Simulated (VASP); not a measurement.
Wanted: the native input for a VASP 6.6.1 run.

```yaml
Task: single point
Functional: PBE
Potentials_or_basis: VASP PAW PBE potentials, release 64 (Ga_d, Te, O)
Cutoff: 520 eV
k_mesh: 4 × 4 × 4
Occupations: gaussian, width 0.1 eV
Spin: no spin polarisation
Dipole_correction: no
Further_INCAR_settings: ALGO = Normal; EDIFF = 1e-06; NBANDS = 30
```

The structure of GaTe3O2 lies in POSCAR:

```
GaTe3O2
1.0
    5.9716067855      0.0000000000      0.0000000000
    0.0000000000      5.9716067855      0.0000000000
    0.0000000000      0.0000000000      4.2864143702
Ga Te O
1 3 2
Direct
    0.0000000000      0.0000000000      0.6425485814
    0.5000000000      0.0000000000      0.6339943101
    0.0000000000      0.5000000000      0.6339943101
    0.5000000000      0.5000000000      0.4678968603
    0.5000000000      0.0000000000      0.0827125891
    0.0000000000      0.5000000000      0.0827125891
```

The cell was generated, and may not be a known phase.

These files were run (other wordings do the same):

INCAR

```
SYSTEM = GaTe3O2
PREC = Accurate
ENCUT = 520
EDIFF = 1E-6
ISMEAR = 0
SIGMA = 0.1
LREAL = .False.
LASPH = .True.
NELM = 80
ALGO = Normal
ISIF = 2
LWAVE = .False.
LCHARG = .True.
GGA = PE
LELF = .True.
LVHAR = .True.
NBANDS = 30
```

KPOINTS

```
Automatic mesh
0
Gamma
  4 4 4
  0 0 0
```

Potentials or basis: VASP PAW PBE potentials, release 64 (Ga_d, Te, O).

The run is started by

```bash
$ cat potpaw_PBE.64/Ga_d/POTCAR potpaw_PBE.64/Te/POTCAR potpaw_PBE.64/O/POTCAR > POTCAR
$ mpirun -np 1 vasp_std > vasp.out
```

It gave:

* Pressure: 0.0 GPa
* Largest force: 0.081 eV/Å
* Band gap on the k mesh: zero (an odd number of electrons rules out a gap without spin polarisation)

Caveat: the k points lie up to 0.37 Å⁻¹ apart, too coarse for converged energies and pressures of a metal; spin-orbit coupling is left out, which moves the levels of the heavy elements; an odd number of electrons without spin polarisation forces a metal; a magnetic or distorted state may lie lower.

Run time: 38 s on 1 thread of Intel(R) Xeon(R) 6975P-C (Granite Rapids), on a shared host, peak memory 0.29 GiB.
